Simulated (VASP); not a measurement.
ZnSe3:

```xyz
8
Lattice="7.6447 0.0000 0.0000 -3.8223 6.6205 0.0000 0.0000 0.0000 4.2047" Properties=species:S:1:pos:R:3 pbc="T T T"
Zn    0.0000    4.4136    3.1535
Zn    3.8223    2.2068    1.0512
Se    3.8223    4.6092    1.0512
Se    1.7418    1.0056    1.0512
Se    5.9029    1.0056    1.0512
Se    0.0000    2.0112    3.1535
Se    2.0805    5.6148    3.1535
Se   -2.0805    5.6148    3.1535
```

The cell was generated, and may not be a known phase.

- Program: VASP 6.6.1
- Task: relaxation of cell and atoms
- Functional: PBE
- Potentials or basis: VASP PAW PBE potentials, release 64 (Zn, Se)
- Cutoff: 500 eV
- k mesh: 6 × 6 × 10
- Occupations: gaussian, width 0.1 eV
- Spin: no spin polarisation

At the start: pressure -0.3 GPa; volume 26.60 Å³/atom.

Question: How do energy, volume and symmetry change on relaxing?

Answer: Over 8 steps the energy falls by 3.0 meV/atom and the volume is 26.24 Å³/atom (-1.3 %); space group P6_3/mmc (No. 194, to 0.1 Å) before and after.

The path:
```tsv
step	energy change (eV)	largest force (eV/Å)	pressure (GPa)	volume (Å³)
1	0.0000	0.1480	-0.31	212.81
2	-0.0197	0.0283	-0.16	211.21
3	-0.0227	0.0377	-0.05	210.32
4	-0.0227	0.0415	-0.07	210.27
5	-0.0232	0.0252	0.04	209.81
6	-0.0233	0.0141	0.11	209.51
7	-0.0236	0.0029	0.05	209.77
8	-0.0237	0.0047	0.01	209.95
```

Final structure:
```
Zn Se
1.0
     7.67616    0.00000    0.00000
    -3.83808    6.64775    0.00000
     0.00000    0.00000    4.11441
Zn Se
2 6
Direct
  0.33333 0.66667 0.75000
  0.66667 0.33333 0.25000
  0.84843 0.69686 0.25000
  0.30314 0.15157 0.25000
  0.84843 0.15157 0.25000
  0.15157 0.30314 0.75000
  0.69686 0.84843 0.75000
  0.15157 0.84843 0.75000
```
